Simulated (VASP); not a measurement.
Input of a VASP 6.6.1 run:

Contents of POSCAR:

```
CuRuF3
1.0
    3.5343946800      0.0000000000      0.0000000000
    0.0000000000      3.5343946800      0.0000000000
    0.0000000000      0.0000000000      3.5343946800
Cu Ru F
1 1 3
Direct
    0.5000000000      0.5000000000      0.5000000000
    0.0000000000      0.0000000000      0.0000000000
    0.5000000000      0.0000000000      0.0000000000
    0.0000000000      0.5000000000      0.0000000000
    0.0000000000      0.0000000000      0.5000000000
```

INCAR.step1

```
  PREC = Accurate
  ENCUT = 520
  ISMEAR = 0
  SIGMA = 0.015
  LREAL = False
  LASPH = True
  NELM = 100
  NBANDS = 31
  GGA = PE
  ALGO = Normal
  EDIFF = 1E-4
  LWAVE = True
  LCHARG = False
```

INCAR.step2

```
  PREC = Accurate
  ENCUT = 520
  EDIFF = 1E-6
  ISMEAR = 0
  SIGMA = 0.015
  LREAL = False
  LASPH = True
  NELM = 100
  ALGO = Normal
  ISIF = 2
  LWAVE = False
  LCHARG = False
  METAGGA = R2SCAN
  LMIXTAU = True
  NBANDS = 31
  ISTART = 1
```

KPOINTS

```
regular mesh
0
Gamma
  5 5 5
```

Potentials or basis: VASP PAW PBE potentials, release 64 (Cu, Ru_pv, F).

The run is started by

```bash
$ cat potpaw_PBE.64/Cu/POTCAR potpaw_PBE.64/Ru_pv/POTCAR potpaw_PBE.64/F/POTCAR > POTCAR
$ cp INCAR.step1 INCAR
$ mpirun -np 1 vasp_std > vasp.out
$ cp INCAR.step2 INCAR
$ mpirun -np 1 vasp_std > vasp.out
```

Estimate the band gap on the k mesh.

zero (band 23 reaches 10.53 eV, above the bottom of band 24 at 8.02 eV).

Predict the pressure.

126.1 GPa.

Caveat: the PAW data sets were made with another functional, which shifts forces and pressure a little; semilocal functionals often make such compounds metallic where correlation or magnetic order opens a gap, which also shifts bond lengths. With open d or f shells a metallic result of r2SCAN can be an artefact of self-interaction; +U or a hybrid may open a gap.
